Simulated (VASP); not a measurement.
# Sc2F3 (R-3c) in VASP: relaxation of cell and atoms with PBE

Aim: the relaxation of cell and atoms of Sc2F3 with PBE.

Program: VASP 6.6.1. These are calculated values, not measurements. Logs are shortened: lines on timing, memory, paths and dates and some standing lists are left out, and cuts for length are marked.

### 1 The cell of the first run

Symmetry: R-3c, No. 167, trigonal system. Conventional cell: a = 5.550 Å, b = 5.550 Å, c = 15.300 Å, α = 90.00°, β = 90.00°, γ = 120.00°. Within 2.9 Å of Sc (site symmetry 3) lie 6 F at 2.17 to 2.31 Å. Within 3.2 Å of F (site symmetry 2) lie 4 Sc at 2.17 to 2.31 Å and 8 F at 2.94 to 3.20 Å.

### 2 Relaxation of cell and atoms, PBE

INCAR

```
  PREC = Accurate
  ENCUT = 600
  EDIFF = 1E-7
  ISMEAR = 0
  SIGMA = 0.2
  LREAL = F
  LASPH = T
  NELM = 120
  ALGO = Normal
  ISIF = 3
  LWAVE = F
  LCHARG = F
  GGA = PE
  IBRION = 2
  NSW = 36
  EDIFFG = -0.08
  GGA_COMPAT = F
  NELMIN = 4
```

KPOINTS

```
Automatic mesh
0
Gamma
  4 4 4
```

POSCAR

```
Sc2F3
1.0
    2.7750000000      1.6021470000      5.1000000000
   -2.7750000000      1.6021470000      5.1000000000
    0.0000000000     -3.2042939900      5.1000000000
Sc F
4 6
Direct
    0.8520000000      0.8520000000      0.8520000000
    0.6480000000      0.6480000000      0.6480000000
    0.3520000000      0.3520000000      0.3520000000
    0.1480000000      0.1480000000      0.1480000000
    0.5560000000      0.2500000000      0.9440000000
    0.2500000000      0.9440000000      0.5560000000
    0.9440000000      0.5560000000      0.2500000000
    0.7500000000      0.0560000000      0.4440000000
    0.0560000000      0.4440000000      0.7500000000
    0.4440000000      0.7500000000      0.0560000000
```

Potentials or basis: VASP PAW PBE potentials, release 64 (Sc_sv, F).

On the command line:

```sh
cat potpaw_PBE.64/Sc_sv/POTCAR potpaw_PBE.64/F/POTCAR > POTCAR
mpirun -np 1 vasp_std > vasp.out
```

OUTCAR:

```text
PREC = Accurate
   ENCUT = 600
   EDIFF = 1E-7
   ISMEAR = 0
   LREAL = F
   LASPH = T
   NELM = 120
   ISIF = 3
   GGA = PE
   IBRION = 2
   NSW = 36
   EDIFFG = -0.08
   NELMIN = 4

 ion  position               nearest neighbor table
   1  0.852  0.852  0.852-   7 2.17   5 2.17   6 2.17   8 2.31   9 2.31  10 2.31   2 3.12   4 3.25
                             4 3.25   4 3.25
   2  0.648  0.648  0.648-   7 2.17   6 2.17   5 2.17  10 2.31   9 2.31   8 2.31   1 3.12   3 3.25
                             3 3.25   3 3.25
   3  0.352  0.352  0.352-   9 2.17   8 2.17  10 2.17   5 2.31   7 2.31   6 2.31   4 3.12   2 3.25
                             2 3.25   2 3.25
   4  0.148  0.148  0.148-   9 2.17  10 2.17   8 2.17   6 2.31   7 2.31   5 2.31   3 3.12   1 3.25
                             1 3.25   1 3.25
   5  0.556  0.250  0.944-   1 2.17   2 2.17   3 2.31   4 2.31
   6  0.250  0.944  0.556-   2 2.17   1 2.17   4 2.31   3 2.31
   7  0.944  0.556  0.250-   1 2.17   2 2.17   3 2.31   4 2.31
   8  0.750  0.056  0.444-   3 2.17   4 2.17   1 2.31   2 2.31
   9  0.056  0.444  0.750-   3 2.17   4 2.17   1 2.31   2 2.31
  10  0.444  0.750  0.056-   4 2.17   3 2.17   2 2.31   1 2.31

  LATTYP: Found a trigonal (rhomboedric) cell.
 ALAT       =     6.0230806079
 COS(alpha) =     0.5754599959

  Lattice vectors:

 A1 = (   2.7750000000,   1.6021470000,   5.1000000000)
 A2 = (  -2.7750000000,   1.6021470000,   5.1000000000)
 A3 = (   0.0000000000,  -3.2042939900,   5.1000000000)

Analysis of symmetry for initial positions (statically):
=====================================================================
 Subroutine PRICEL returns:
 Original cell was already a primitive cell.

 Routine SETGRP: Setting up the symmetry group for a
 trigonal (rhombohedral) supercell.

 Subroutine GETGRP returns: Found 12 space group operations
 (whereof  6 operations were pure point group operations)
 out of a pool of 12 trial point group operations.

The static configuration has the point symmetry S_6 .
 The point group associated with its full space group is D_3d.

Analysis of symmetry for dynamics (positions and initial velocities):
=====================================================================
 Subroutine PRICEL returns:
 Original cell was already a primitive cell.

 Routine SETGRP: Setting up the symmetry group for a
 trigonal (rhombohedral) supercell.

 Subroutine GETGRP returns: Found 12 space group operations
 (whereof  6 operations were pure point group operations)
 out of a pool of 12 trial point group operations.

The dynamic configuration has the point symmetry S_6 .
 The point group associated with its full space group is D_3d.

 Subroutine INISYM returns: Found 12 space group operations
 (whereof  6 operations are pure point group operations),
 and found     1 'primitive' translations

----------------------------------------------------------------------------------------

                                     Primitive cell

  volume of cell :     136.0463

  direct lattice vectors                    reciprocal lattice vectors
     2.775000000  1.602147000  5.100000000     0.180180180  0.104027076  0.065359477
    -2.775000000  1.602147000  5.100000000    -0.180180180  0.104027076  0.065359477
     0.000000000 -3.204293990  5.100000000     0.000000000 -0.208054151  0.065359477

  length of vectors
     6.023080608  6.023080608  6.023080605     0.218078864  0.218078864  0.218078864

  position of ions in fractional coordinates (direct lattice)
     0.852000000  0.852000000  0.852000000
     0.648000000  0.648000000  0.648000000
     0.352000000  0.352000000  0.352000000
     0.148000000  0.148000000  0.148000000
     0.556000000  0.250000000  0.944000000
     0.250000000  0.944000000  0.556000000
     0.944000000  0.556000000  0.250000000
     0.750000000  0.056000000  0.444000000
     0.056000000  0.444000000  0.750000000
     0.444000000  0.750000000  0.056000000

  ion indices of the primitive-cell ions
   primitive index   ion index
                 1           1
                 2           2
                 3           3
                 4           4
                 5           5
                 6           6
                 7           7
                 8           8
                 9           9
                10          10

----------------------------------------------------------------------------------------

 KPOINTS: Automatic mesh

Automatic generation of k-mesh.
 Grid dimensions read from file:
 generate k-points for:    4    4    4

 Generating k-lattice:

  Cartesian coordinates                     Fractional coordinates (reciprocal lattice)
     0.045045045  0.026006769  0.016339869     0.250000000  0.000000000  0.000000000
    -0.045045045  0.026006769  0.016339869     0.000000000  0.250000000  0.000000000
     0.000000000 -0.052013538  0.016339869     0.000000000  0.000000000  0.250000000

  Length of vectors
     0.054519716  0.054519716  0.054519716

  Shift w.r.t. Gamma in fractional coordinates (k-lattice)
     0.000000000  0.000000000  0.000000000

 Subroutine IBZKPT returns following result:
 ===========================================

 Found     13 irreducible k-points:

 Following reciprocal coordinates:
            Coordinates               Weight
  0.000000  0.000000  0.000000      1.000000
  0.250000  0.000000  0.000000      6.000000
  0.500000  0.000000  0.000000      3.000000
  0.250000  0.250000  0.000000      6.000000
  0.500000  0.250000 -0.000000     12.000000
 -0.250000  0.250000  0.000000      6.000000
  0.500000  0.500000  0.000000      3.000000
  0.250000  0.250000  0.250000      2.000000
  0.500000  0.250000  0.250000      6.000000
 -0.250000  0.250000  0.250000      6.000000
  0.500000  0.500000  0.250000      6.000000
 -0.250000  0.500000  0.250000      6.000000
  0.500000  0.500000  0.500000      1.000000
   k-points           NKPTS =     13   k-points in BZ     NKDIM =     13   number of bands    NBANDS=     51
   number of dos      NEDOS =    301   number of ions     NIONS =     10
   total plane-waves  NPLWV = 110592
   dimension x,y,z NGX =    48 NGY =   48 NGZ =   48
   dimension x,y,z NGXF=    96 NGYF=   96 NGZF=   96
   ions per type =               4   6
   NGX,Y,Z   is equivalent  to a cutoff of  13.25, 13.25, 13.25 a.u.
   NGXF,Y,Z  is equivalent  to a cutoff of  26.50, 26.50, 26.50 a.u.
 SYSTEM =  unknown system
   PREC   = accura    normal or accurate (medium, high low for compatibility)
   ISTART =      0    job   : 0-new  1-cont  2-samecut
   ICHARG =      2    charge: 1-file 2-atom 10-const
   ISPIN  =      1    spin polarized calculation?
   LNONCOLLINEAR =      F non collinear calculations
   LSORBIT =      F    spin-orbit coupling
   LASPH  =      T    aspherical Exc in radial PAW
   ENCUT  =  600.0 eV  44.10 Ry    6.64 a.u.  12.03 12.03 12.03*2*pi/ulx,y,z
   NELM   =    120;   NELMIN=  4; NELMDL= -5     # of ELM steps
   EDIFF  = 0.1E-06   stopping-criterion for ELM
   LREAL  =      F    real-space projection
   EDIFFG = -.8E-01   stopping-criterion for IOM
   NSW    =     36    number of steps for IOM
   IBRION =      2    ionic relax: 0-MD 1-quasi-New 2-CG
   NFREE  =      1    steps in history (QN), initial steepest desc. (CG)
   ISIF   =      3    stress and relaxation
   ISYM   =      2    0-nonsym 1-usesym 2-fastsym
   POTIM  = 0.5000    time-step for ionic-motion
   TEBEG  =    0.0;   TEEND  =   0.0 temperature during run
   PSTRESS=    0.0 pullay stress
   NELECT =      86.0000    total number of electrons
   NUPDOWN=      -1.0000    fix difference up-down
   EMIN   =  10.00;   EMAX   =-10.00  energy-range for DOS
   EFERMI =   0.00;   METHOD = LEGACY
   ISMEAR =     0;   SIGMA  =   0.20  broadening in eV -4-tet -1-fermi 0-gaus
   EFERMI_NEDOS =   21; number of points for ismear=-14 and -15
   IALGO  =     38    algorithm
   IMIX   =      4    mixing-type and parameters
     AMIX     =   0.40;   BMIX     =  1.00
     AMIX_MAG =   1.60;   BMIX_MAG =  1.00
  volume/ion in A,a.u.               =      13.60        91.81
  Fermi-wavevector in a.u.,A,eV,Ry     =   1.405008  2.655080 26.858537  1.974047
  Thomas-Fermi vector in A             =   2.527512
   LORBIT       =      0    0 simple, 1 ext, 2 COOP (PROOUT), +10 PAW based schemes
   GGA     = PE    functional components
   LHFCALC =     F    Hartree Fock is set to
   AEXX    =    0.0000 exact exchange contribution
   IVDW    =     0    specifies the selected vdW correction
   LEPSILON=     F    determine dielectric tensor
   LRPA    =     F    only Hartree local field effects (RPA)
 conjugate gradient relaxation of ions
 non-spin polarized calculation
 Gauss-broadening in eV      SIGMA  =   0.20
  energy-cutoff  :      600.00
  volume of cell :      136.05
 maximum number of plane-waves:      4566
   NGX = 25   NGY = 25   NGZ = 25

--------------------------------------- Ionic step        1  -------------------------------------------

 number of electron      86.0000002 magnetization

 Free energy of the ion-electron system (eV)
  ---------------------------------------------------
  ext. energy  EPLUGINS =         0.00000000
  ---------------------------------------------------
  free energy    TOTEN  =       -60.87800216 eV

  energy without entropy =      -60.62526046  energy(sigma->0) =      -60.75163131

 E-fermi :   6.3932     XC(G=0): -10.2469

 val. band max:        6.3886695556   @ k =  -0.2500   0.2500   0.2500
 cond. band min:       6.3977486867   @ k =  -0.2500   0.2500   0.2500
 fundamental gap:      0.0090791312
 Fermi energy:         6.3931887496

 k-point     1 :       0.0000    0.0000    0.0000
  band No.  band energies     occupation
      1     -44.4270      2.00000
      2     -44.3903      2.00000
      3     -44.3795      2.00000
      4     -44.3570      2.00000
      5     -23.8220      2.00000
      6     -23.7739      2.00000
[... 864 lines left out ...]
  energy  without entropy=      -60.9789191406  energy(sigma->0) =      -61.09874318

--------------------------------------- Ionic step        5  -------------------------------------------

 number of electron      86.0000009 magnetization

 Free energy of the ion-electron system (eV)
  ---------------------------------------------------
  ext. energy  EPLUGINS =         0.00000000
  ---------------------------------------------------
  free energy    TOTEN  =       -61.23055910 eV

  energy without entropy =      -61.00192982  energy(sigma->0) =      -61.11624446

 E-fermi :   5.7825     XC(G=0):  -9.9113

 val. band max:        5.7761245194   @ k =   0.2500   0.0000   0.0000
 cond. band min:       5.7935558700   @ k =   0.5000   0.2500  -0.0000
 fundamental gap:      0.0174313505
 Fermi energy:         5.7824682124

 k-point     1 :       0.0000    0.0000    0.0000
  band No.  band energies     occupation
      1     -45.0915      2.00000
      2     -45.0560      2.00000
      3     -45.0457      2.00000
      4     -45.0205      2.00000
      5     -24.3235      2.00000
      6     -24.2676      2.00000
[... 728 lines left out ...]
  FREE ENERGIE OF THE ION-ELECTRON SYSTEM (eV)
  ---------------------------------------------------
  free  energy   TOTEN  =       -61.2305590950 eV

  energy  without entropy=      -61.0019298245  energy(sigma->0) =      -61.11624446

 reached required accuracy - stopping structural energy minimisation
```

It took 21 min on 1 thread of Intel Xeon 8259CL, shared host; peak memory 0.38 GiB.

Results:

* Free energy: -61.2306 eV
* Relaxed volume: 14.51 Å³/atom
* Relaxed cell: a = 6.093 Å, b = 6.093 Å, c = 6.093 Å, α = 55.99°, β = 55.99°, γ = 55.99°
* Space group after relaxing (to 0.1 Å): R-3c (No. 167)
* Energy gained by relaxing: 35.3 meV/atom
* Ionic steps: 5
* Pressure after relaxing: 0.4 GPa
* Largest force after relaxing: 0.066 eV/Å
* Band gap on the k mesh: zero (bands 43 and 44 overlap by 0.35 eV)

Forces on the atoms (eV/Å):
```
Sc   0.000  0.000 -0.066
Sc   0.000  0.000  0.066
Sc   0.000  0.000 -0.066
Sc   0.000  0.000  0.066
F    0.026  0.046  0.000
F    0.026 -0.046  0.000
F   -0.053  0.000  0.000
F   -0.026  0.046  0.000
F    0.053  0.000  0.000
F   -0.026 -0.046  0.000
```

Step by step:
```
step  energy change (eV)  largest force (eV/Å)  pressure (GPa)  volume (Å³)
   1              0.0000                0.7675            5.64       136.05
   2             -0.2850                0.4339           -0.36       145.69
   3             -0.2929                0.3868           -1.33       147.75
   4             -0.3406                0.2309           -0.48       146.28
   5             -0.3526                0.0657            0.38       145.10
```

Final structure:
```xyz
10
Lattice="2.8600 1.6512 5.1209 -2.8600 1.6512 5.1209 0.0000 -3.3024 5.1209" Properties=species:S:1:pos:R:3 pbc="T T T"
Sc    0.0000    0.0000   13.0012
Sc    0.0000    0.0000   10.0428
Sc    0.0000    0.0000    5.3199
Sc    0.0000    0.0000    2.3615
F     0.8529   -1.8252    8.9616
F    -2.0071    0.1739    8.9616
F     1.1542    1.6512    8.9616
F     2.0071   -0.1739    6.4011
F    -1.1542   -1.6512    6.4011
F    -0.8529    1.8252    6.4011
```

Caveat: the relaxation stopped at a loose force limit of 0.08 eV/Å, so its end isn't a converged minimum.
